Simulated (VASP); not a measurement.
Input of a VASP 6.6.1 run:

File INCAR:

```
SYSTEM = Ni
PREC     = Accurate       ! precision mode
ENCUT    = 520            ! plane-wave cutoff, eV
EDIFF    = 1E-8           ! SCF threshold, eV
ISMEAR   = -1             ! smearing method
SIGMA    = 0.05           ! smearing width, eV
LREAL    = .False.        ! projectors in reciprocal space
LASPH    = .True.         ! aspherical terms in the spheres
NELM     = 150            ! most SCF steps
ALGO     = Normal         ! electronic algorithm
ISIF     = 2              ! what is computed and relaxed
LWAVE    = .False.        ! write WAVECAR
LCHARG   = .True.         ! write CHGCAR
ISPIN    = 2              ! spin polarisation
MAGMOM   = 1 1            ! initial moments
LORBIT   = 11             ! projections on sites
LMAXMIX  = 4              ! l up to which the mixer works
GGA      = PS             ! functional
NBANDS   = 21             ! bands
IBRION   = 8              ! ionic algorithm
NSW      = 1              ! ionic steps
```

Contents of KPOINTS:

```
Automatic mesh
0
Gamma
  9 9 5
  0 0 0
```

POSCAR

```
Ni
1.0
    2.4480228978      0.0000000000      0.0000000000
   -1.2240114489      2.1200500186      0.0000000000
    0.0000000000      0.0000000000      4.0728075700
Ni
2
Direct
    0.6666666667      0.3333333333      0.7500000000
    0.3333333333      0.6666666667      0.2500000000
```

Potentials or basis: VASP PAW PBE potentials, release 64 (Ni).

Run with:

```sh
$ cat potpaw_PBE.64/Ni/POTCAR > POTCAR
$ mpirun -np 1 vasp_std > vasp.out
```

Task: Predict the highest phonon frequency at Γ.

Result: 287 cm⁻¹.

Task: What does it give for the site moments?

Result: Ni +0.55 μB.

Task: What does it give for the net moment?

Result: 1.08 μB per cell.

Phonon frequencies in cm⁻¹ (negative: imaginary):
```tsv
q point	frequencies
(0.000, 0.000, 0.000)	0 0 0 131 131 287
```

Caveat: the cell wasn't relaxed at this level first, which shifts response properties.
